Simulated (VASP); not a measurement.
# Ti5C in VASP: a series of runs

Ti5C is run at these levels: LDA; tasks: single point.

Program: VASP 6.6.1. These are calculated values, not measurements. Logs are shortened: lines on timing, memory, paths and dates and some standing lists are left out, and cuts for length are marked.

**1. The cell of the first run**

The cell holds a slab with vacuum, 6 atoms: a = 2.864 Å, b = 2.864 Å, c = 24.491 Å, α = 90.00°, β = 90.00°, γ = 120.00°.

**2. Single point, LDA**

INCAR reads:

```
SYSTEM = Ti5C
PREC     = Accurate       ! precision mode
ENCUT    = 520            ! plane-wave cutoff, eV
EDIFF    = 1E-6           ! SCF threshold, eV
ISMEAR   = 0              ! smearing method
SIGMA    = 0.1            ! smearing width, eV
LREAL    = .False.        ! projectors in reciprocal space
LASPH    = .True.         ! aspherical terms in the spheres
NELM     = 80             ! most SCF steps
ALGO     = Normal         ! electronic algorithm
ISIF     = 2              ! what is computed and relaxed
LWAVE    = .False.        ! write WAVECAR
LCHARG   = .False.        ! write CHGCAR
LDIPOL   = .True.       
IDIPOL   = 3            
DIPOL    = 0.5 0.5 0.392
NBANDS   = 41             ! bands
```

KPOINTS reads:

```
regular mesh
0
Gamma
  9 9 1
  0 0 0
```

POSCAR reads:

```
Ti5C
1.0
    2.8641158414      0.0000000000      0.0000000000
   -1.4320579207      2.4803970780      0.0000000000
    0.0000000000      0.0000000000     24.4912544910
Ti C
5 1
Direct
    0.6666666667      0.3333333333      0.1633236060
    0.3333333333      0.6666666667      0.2559153301
    0.6666666667      0.3333333333      0.3495150200
    0.3333333333      0.6666666667      0.4443907180
    0.6666666667      0.3333333333      0.5304446326
    0.6666666667      0.5000000000      0.6054770800
```

Potentials or basis: VASP PAW LDA potentials, release 64 (Ti_sv, C).

The run is started by

```sh
cat potpaw_LDA.64/Ti_sv/POTCAR potpaw_LDA.64/C/POTCAR > POTCAR
mpirun -np 1 vasp_std > vasp.out
```

OUTCAR:

```text
SYSTEM = Ti5C
   PREC = Accurate
   ENCUT = 520
   EDIFF = 1E-6
   ISMEAR = 0
   LREAL = .False.
   LASPH = .True.
   NELM = 80
   ISIF = 2

 ion  position               nearest neighbor table
   1  0.667  0.333  0.163-   2 2.81   2 2.81   2 2.81
   2  0.333  0.667  0.256-   1 2.81   1 2.81   1 2.81   3 2.83   3 2.83   3 2.83
   3  0.667  0.333  0.350-   2 2.83   2 2.83   2 2.83   4 2.85   4 2.85   4 2.85
   4  0.333  0.667  0.444-   5 2.68   5 2.68   5 2.68   3 2.85   3 2.85   3 2.85
   5  0.667  0.333  0.530-   6 1.90   4 2.68   4 2.68   4 2.68
   6  0.667  0.500  0.605-   5 1.90

  LATTYP: Found a hexagonal cell.
 ALAT       =     2.8641158414
 C/A-ratio  =     8.5510698056

  Lattice vectors:

 A1 = (   2.8641158414,   0.0000000000,   0.0000000000)
 A2 = (  -1.4320579207,   2.4803970780,   0.0000000000)
 A3 = (   0.0000000000,   0.0000000000,  24.4912544910)

Analysis of symmetry for initial positions (statically):
=====================================================================
 Subroutine PRICEL returns:
 Original cell was already a primitive cell.

 Routine SETGRP: Setting up the symmetry group for a
 hexagonal supercell.

 Subroutine GETGRP returns: Found  1 space group operations
 (whereof  1 operations were pure point group operations)
 out of a pool of 24 trial point group operations.

The static configuration has the point symmetry C_1 .

Analysis of symmetry for dynamics (positions and initial velocities):
=====================================================================
 Subroutine PRICEL returns:
 Original cell was already a primitive cell.

 Routine SETGRP: Setting up the symmetry group for a
 hexagonal supercell.

 Subroutine GETGRP returns: Found  1 space group operations
 (whereof  1 operations were pure point group operations)
 out of a pool of 24 trial point group operations.

The dynamic configuration has the point symmetry C_1 .

 Subroutine INISYM returns: Found  1 space group operations
 (whereof  1 operations are pure point group operations),
 and found     1 'primitive' translations

----------------------------------------------------------------------------------------

                                     Primitive cell

  volume of cell :     173.9894

  direct lattice vectors                    reciprocal lattice vectors
     2.864115841  0.000000000  0.000000000     0.349147889  0.201580628  0.000000000
    -1.432057921  2.480397078  0.000000000     0.000000000  0.403161255  0.000000000
     0.000000000  0.000000000 24.491254491     0.000000000  0.000000000  0.040830902

  length of vectors
     2.864115841  2.864115841 24.491254491     0.403161255  0.403161255  0.040830902

  position of ions in fractional coordinates (direct lattice)
     0.666666667  0.333333333  0.163323606
     0.333333333  0.666666667  0.255915330
     0.666666667  0.333333333  0.349515020
     0.333333333  0.666666667  0.444390718
     0.666666667  0.333333333  0.530444633
     0.666666667  0.500000000  0.605477080

  ion indices of the primitive-cell ions
   primitive index   ion index
                 1           1
                 2           2
                 3           3
                 4           4
                 5           5
                 6           6

----------------------------------------------------------------------------------------

 KPOINTS: regular mesh

Automatic generation of k-mesh.
 Grid dimensions read from file:
 generate k-points for:    9    9    1

 Generating k-lattice:

  Cartesian coordinates                     Fractional coordinates (reciprocal lattice)
     0.038794210  0.022397848  0.000000000     0.111111111  0.000000000  0.000000000
     0.000000000  0.044795695  0.000000000     0.000000000  0.111111111  0.000000000
     0.000000000  0.000000000  0.040830902     0.000000000  0.000000000  1.000000000

  Length of vectors
     0.044795695  0.044795695  0.040830902

  Shift w.r.t. Gamma in fractional coordinates (k-lattice)
     0.000000000  0.000000000  0.000000000

 Subroutine IBZKPT returns following result:
 ===========================================

 Found     41 irreducible k-points:

 Following reciprocal coordinates:
            Coordinates               Weight
  0.000000  0.000000  0.000000      1.000000
  0.111111  0.000000  0.000000      2.000000
  0.000000  0.111111  0.000000      2.000000
 -0.111111  0.111111  0.000000      2.000000
  0.222222  0.000000  0.000000      2.000000
  0.000000  0.222222  0.000000      2.000000
[... 16 lines left out ...]
  0.333333  0.111111  0.000000      2.000000
 -0.111111  0.444444  0.000000      2.000000
 [... further k-points ...]
   k-points           NKPTS =     41   k-points in BZ     NKDIM =     41   number of bands    NBANDS=     41
   number of dos      NEDOS =    301   number of ions     NIONS =      6
   total plane-waves  NPLWV = 110592
   dimension x,y,z NGX =    24 NGY =   24 NGZ =  192
   dimension x,y,z NGXF=    48 NGYF=   48 NGZF=  384
   ions per type =               5   1
   NGX,Y,Z   is equivalent  to a cutoff of  13.93, 13.93, 13.03 a.u.
   NGXF,Y,Z  is equivalent  to a cutoff of  27.86, 27.86, 26.07 a.u.
 SYSTEM =  Ti5C
   PREC   = accura    normal or accurate (medium, high low for compatibility)
   ISTART =      0    job   : 0-new  1-cont  2-samecut
   ICHARG =      2    charge: 1-file 2-atom 10-const
   ISPIN  =      1    spin polarized calculation?
   LNONCOLLINEAR =      F non collinear calculations
   LSORBIT =      F    spin-orbit coupling
   LASPH  =      T    aspherical Exc in radial PAW
   ENCUT  =  520.0 eV  38.22 Ry    6.18 a.u.   5.33  5.33 45.54*2*pi/ulx,y,z
   NELM   =     80;   NELMIN=  2; NELMDL= -5     # of ELM steps
   EDIFF  = 0.1E-05   stopping-criterion for ELM
   LREAL  =      F    real-space projection
   EDIFFG = 0.1E-04   stopping-criterion for IOM
   NSW    =      0    number of steps for IOM
   IBRION =     -1    ionic relax: 0-MD 1-quasi-New 2-CG
   NFREE  =      0    steps in history (QN), initial steepest desc. (CG)
   ISIF   =      2    stress and relaxation
   ISYM   =      2    0-nonsym 1-usesym 2-fastsym
   POTIM  = 0.5000    time-step for ionic-motion
   TEBEG  =    0.0;   TEEND  =   0.0 temperature during run
   PSTRESS=    0.0 pullay stress
   NELECT =      64.0000    total number of electrons
   NUPDOWN=      -1.0000    fix difference up-down
   EMIN   =  10.00;   EMAX   =-10.00  energy-range for DOS
   EFERMI =   0.00;   METHOD = LEGACY
   ISMEAR =     0;   SIGMA  =   0.10  broadening in eV -4-tet -1-fermi 0-gaus
   EFERMI_NEDOS =   21; number of points for ismear=-14 and -15
   IALGO  =     38    algorithm
   IMIX   =      4    mixing-type and parameters
     AMIX     =   0.40;   BMIX     =  1.00
     AMIX_MAG =   1.60;   BMIX_MAG =  1.00
  volume/ion in A,a.u.               =      29.00       195.69
  Fermi-wavevector in a.u.,A,eV,Ry     =   1.172989  2.216628 18.720294  1.375903
  Thomas-Fermi vector in A             =   2.309409
   LORBIT       =      0    0 simple, 1 ext, 2 COOP (PROOUT), +10 PAW based schemes
   GGA     = CA    functional components
   LHFCALC =     F    Hartree Fock is set to
   AEXX    =    0.0000 exact exchange contribution
   IVDW    =     0    specifies the selected vdW correction
   LEPSILON=     F    determine dielectric tensor
   LRPA    =     F    only Hartree local field effects (RPA)
 non-spin polarized calculation
 Gauss-broadening in eV      SIGMA  =   0.10
  energy-cutoff  :      520.00
  volume of cell :      173.99
 maximum number of plane-waves:      4747
 NGX is ok and might be reduce to    24
   NGX = 11   NGY = 11   NGZ = 91

 dipolmoment           0.000000      0.000000     -0.002309 electrons x Angstroem

 number of electron      64.0000008 magnetization

 dipolmoment           0.000000      0.000000      0.101771 electrons x Angstroem

 Free energy of the ion-electron system (eV)
  ---------------------------------------------------
  ext. energy  EPLUGINS =         0.00000000
  ---------------------------------------------------
  free energy    TOTEN  =       -46.61895260 eV

  energy without entropy =      -46.57172431  energy(sigma->0) =      -46.59533846

 E-fermi :   1.4103     XC(G=0):  -7.0526

 val. band max:        1.3985078992   @ k =   0.4444  -0.1111   0.0000
 cond. band min:       1.4108469538   @ k =   0.1111   0.0000   0.0000
 fundamental gap:      0.0123390547
 Fermi energy:         1.4103122714

 k-point     1 :       0.0000    0.0000    0.0000
  band No.  band energies     occupation
      1     -54.7440      2.00000
      2     -54.5420      2.00000
      3     -54.4811      2.00000
      4     -54.4185      2.00000
      5     -54.0469      2.00000
      6     -31.6183      2.00000
[... 33 lines left out ...]
     40       2.6049      0.00000
     41       2.7159      0.00000

 k-point     2 :       0.1111    0.0000    0.0000
  band No.  band energies     occupation
      1     -54.7312      2.00000
      2     -54.5274      2.00000
      3     -54.4685      2.00000
      4     -54.4091      2.00000
      5     -54.0365      2.00000
      6     -31.5932      2.00000
[... 33 lines left out ...]
     40       2.6296      0.00000
     41       2.6836      0.00000

 k-point     3 :       0.0000    0.1111    0.0000
  band No.  band energies     occupation
      1     -54.7312      2.00000
      2     -54.5274      2.00000
      3     -54.4685      2.00000
      4     -54.4091      2.00000
      5     -54.0365      2.00000
      6     -31.5933      2.00000
[... 875 lines left out ...]
      2     -54.4228      2.00000
      3     -54.3820      2.00000
      4     -54.3477      2.00000
      5     -53.9646      2.00000
      6     -31.5655      2.00000
[... 33 lines left out ...]
     40       3.2967      0.00000
     41       3.6228      0.00000

 k-point    24 :      -0.1111    0.4444    0.0000
  band No.  band energies     occupation
      1     -54.6422      2.00000
      2     -54.4228      2.00000
      3     -54.3820      2.00000
      4     -54.3477      2.00000
      5     -53.9646      2.00000
      6     -31.5659      2.00000
[... 33 lines left out ...]
     40       3.1108      0.00000
     41       3.5729      0.00000

 [... further k-points ...]

------------------------ aborting loop because EDIFF is reached ----------------------------------------

 vacuum level on the upper side and lower side of the slab       (xc-potential included)         1.095        -1.459

  FORCE on cell =-STRESS in cart. coord.  units (eV):
  Direction    XX          YY          ZZ          XY          YZ          ZX
  --------------------------------------------------------------------------------------
  -------------------------------------------------------------------------------------
  Total       -2.0990832     -2.9107589     -0.2235696     -0.4470191      1.3205392     -1.0835839
  in kB      -19.3293569    -26.8036531     -2.0587352     -4.1163643     12.1601533     -9.9781562
  external PRESSURE =     -16.0639150 kB  Pullay stress =       0.0000000 kB

 VOLUME and BASIS-vectors are now :
 -----------------------------------------------------------------------------
  energy-cutoff  :      520.00
  volume of cell :      173.99
      direct lattice vectors                 reciprocal lattice vectors
     2.864115841  0.000000000  0.000000000     0.349147889  0.201580628  0.000000000
    -1.432057921  2.480397078  0.000000000     0.000000000  0.403161255  0.000000000
     0.000000000  0.000000000 24.491254491     0.000000000  0.000000000  0.040830902

 POSITION                                       TOTAL-FORCE (eV/Angst)
 -----------------------------------------------------------------------------------
      1.43206      0.82680      4.00000         0.000007     -0.000907      0.568906
     -0.00000      1.65360      6.26769        -0.006844      0.004872     -0.526832
      1.43206      0.82680      8.56006         0.009661      0.017076      0.157476
     -0.00000      1.65360     10.88369        -0.014492      0.169612     -0.943212
      1.43206      0.82680     12.99125         0.619570     -1.158219      0.698081
      1.19338      1.24020     14.82889        -0.607902      0.967565      0.045581
 -----------------------------------------------------------------------------------
    total drift:                               -0.000003      0.000005      0.000262

  FREE ENERGIE OF THE ION-ELECTRON SYSTEM (eV)
  ---------------------------------------------------
  free  energy   TOTEN  =       -46.6189526046 eV

  energy  without entropy=      -46.5717243089  energy(sigma->0) =      -46.59533846

 vacuum level on the upper side and lower side of the slab         8.538         5.904
```

Run time: 9.3 min. Hardware: 1 thread of Intel Xeon 6975P-C (Granite Rapids), shared host; peak memory 0.38 GiB.

Results:

- Free energy: -46.6190 eV
- Largest force: 1.487 eV/Å
- Band gap on the k mesh: zero (band 32 reaches 2.10 eV, above the bottom of band 33 at 1.11 eV)

Forces on the atoms (eV/Å):
```
Ti   0.000 -0.001  0.569
Ti  -0.007  0.005 -0.527
Ti   0.010  0.017  0.157
Ti  -0.014  0.170 -0.943
Ti   0.620 -1.158  0.698
C   -0.608  0.968  0.046
```

Levels at points of the mesh, in eV from the Fermi level:
| k point | band 30 | band 31 | band 32 | band 33 | band 34 | band 35 |
| --- | --- | --- | --- | --- | --- | --- |
| (0.00, 0.00, 0.00) | 0.52 | 0.66 | 0.69 | 0.73 | 0.74 | 0.77 |

**3. Single point, LDA**

INCAR reads:

```
  PREC = Accurate
  ENCUT = 520
  EDIFF = 1E-6
  ISMEAR = 0
  SIGMA = 0.1
  LREAL = False
  LASPH = True
  NELM = 60
  ALGO = Normal
  ISIF = 2
  LWAVE = False
  LCHARG = False
  LDIPOL = True
  IDIPOL = 3
  DIPOL = 0.5 0.5 0.387
  GGA = CA
  NBANDS = 41
```

KPOINTS reads:

```
Automatic mesh
0
Gamma
  9 9 1
```

POSCAR, as its differences from that of step 2:

```diff
@@ -13,2 +13,2 @@
     0.6666666667      0.3333333333      0.5304446326
-    0.6666666667      0.5000000000      0.6054770800
+    0.8333333333      1.0000000000      0.5803702412
```

Potentials or basis: VASP PAW LDA potentials, release 64 (Ti_sv, C).

The run is started by

```sh
cat potpaw_LDA.64/Ti_sv/POTCAR potpaw_LDA.64/C/POTCAR > POTCAR
mpirun -np 1 vasp_std > vasp.out
```

Wall time 11 min (1 thread of Intel Xeon 6975P-C (Granite Rapids), shared host); peak memory 0.39 GiB.

It converged, with:

| Property | Result |
| --- | --- |
| Free energy | -48.1953 eV |
| Largest force | 3.391 eV/Å |
| Band gap on the k mesh | zero (band 32 reaches 2.12 eV, above the bottom of band 33 at 0.94 eV) |

Forces on the atoms (eV/Å):
```
Ti  -0.003  0.002  0.555
Ti   0.017 -0.007 -0.475
Ti  -0.009 -0.006  0.108
Ti   0.462 -0.048 -1.323
Ti  -2.491  2.051  1.045
C    2.025 -1.992  0.091
```

Levels at points of the mesh, in eV from the Fermi level:
```tsv
k point	band 30	band 31	band 32	band 33	band 34	band 35
(0.00, 0.00, 0.00)	0.25	0.44	0.70	0.72	0.74	0.75
```

**4. Single point, LDA**

INCAR reads:

```
SYSTEM = Ti5C
ALGO = Normal ; DIPOL = 0.5 0.5 0.387
EDIFF = 1E-6 ; ENCUT = 520
GGA = CA ; IDIPOL = 3
ISIF = 2 ; ISMEAR = 0
LASPH = .TRUE. ; LCHARG = .FALSE.
LDIPOL = .TRUE. ; LREAL = .FALSE.
LWAVE = .FALSE. ; NBANDS = 41
NELM = 80 ; PREC = Accurate
SIGMA = 0.1
```

KPOINTS reads:

```
k-points
0
G
  9 9 1
  0 0 0
```

POSCAR, as its differences from that of step 3:

```diff
@@ -13,2 +13,2 @@
     0.6666666667      0.3333333333      0.5304446326
-    0.8333333333      1.0000000000      0.5803702412
+    1.1666666667      0.6666666667      0.5802030419
```

The run is started by

```sh
cat potpaw_LDA.64/Ti_sv/POTCAR potpaw_LDA.64/C/POTCAR > POTCAR
mpirun -np 1 vasp_std > vasp.out
```

Run time: 14 min. Hardware: 1 thread of Intel Xeon 6975P-C (Granite Rapids), shared host; peak memory 0.39 GiB.

It converged, with:

* Free energy: -48.1520 eV
* Largest force: 3.139 eV/Å
* Band gap on the k mesh: zero (band 32 reaches 2.15 eV, above the bottom of band 33 at 1.05 eV)

Forces in eV/Å, atoms in the order of the input:
```
Ti   0.002  0.000  0.565
Ti   0.004  0.003 -0.502
Ti   0.032 -0.005  0.198
Ti  -0.065  0.120 -1.398
Ti  -1.996 -2.184  1.047
C    2.023  2.066  0.090
```

Levels at points of the mesh, in eV from the Fermi level:
```tsv
k point	band 29	band 30	band 31	band 32	band 33	band 34	band 35	band 36
(0.00, 0.00, 0.00)	-0.18	0.22	0.43	0.69	0.72	0.72	0.74	0.75
```

**5. Single point, LDA**

INCAR reads:

```
  ALGO = Normal
  DIPOL = 0.5 0.5 0.389
  EDIFF = 1E-6
  ENCUT = 520
  IDIPOL = 3
  ISIF = 2
  ISMEAR = 0
  LASPH = True
  LCHARG = True
  LDIPOL = True
  LELF = True
  LREAL = False
  LVACPOTAV = True
  LVHAR = True
  LWAVE = False
  NBANDS = 41
  NELM = 80
  PREC = Accurate
  SIGMA = 0.1
```

KPOINTS reads:

```
k-points
0
Gamma
  9 9 1
```

POSCAR, as its differences from that of step 4:

```diff
@@ -13,2 +13,2 @@
     0.6666666667      0.3333333333      0.5304446326
-    1.1666666667      0.6666666667      0.5802030419
+    0.6666666667      0.6666666667      0.5923464423
```

The run is started by

```sh
cat potpaw_LDA.64/Ti_sv/POTCAR potpaw_LDA.64/C/POTCAR > POTCAR
mpirun -np 1 vasp_std > vasp.out
```

It took 10 min on 1 thread of AMD EPYC 9R45 (Zen 5), shared host; peak memory 0.36 GiB.

It converged, with:

- Free energy: -47.4289 eV
- Largest force: 2.834 eV/Å
- Band gap on the k mesh: zero (band 32 reaches 2.06 eV, above the bottom of band 33 at 1.02 eV)

Forces in eV/Å, atoms in the order of the input:
```
Ti  -0.001 -0.003  0.565
Ti   0.002  0.014 -0.500
Ti  -0.025  0.019  0.093
Ti   0.098  0.297 -1.115
Ti   1.065 -2.477  0.872
C   -1.139  2.150  0.086
```

Levels at points of the mesh, in eV from the Fermi level:
| k point | band 28 | band 29 | band 30 | band 31 | band 32 | band 33 | band 34 | band 35 | band 36 | band 37 |
| --- | --- | --- | --- | --- | --- | --- | --- | --- | --- | --- |
| (0.00, 0.00, 0.00) | -0.18 | 0.25 | 0.37 | 0.63 | 0.66 | 0.72 | 0.73 | 0.75 | 0.77 | 0.82 |
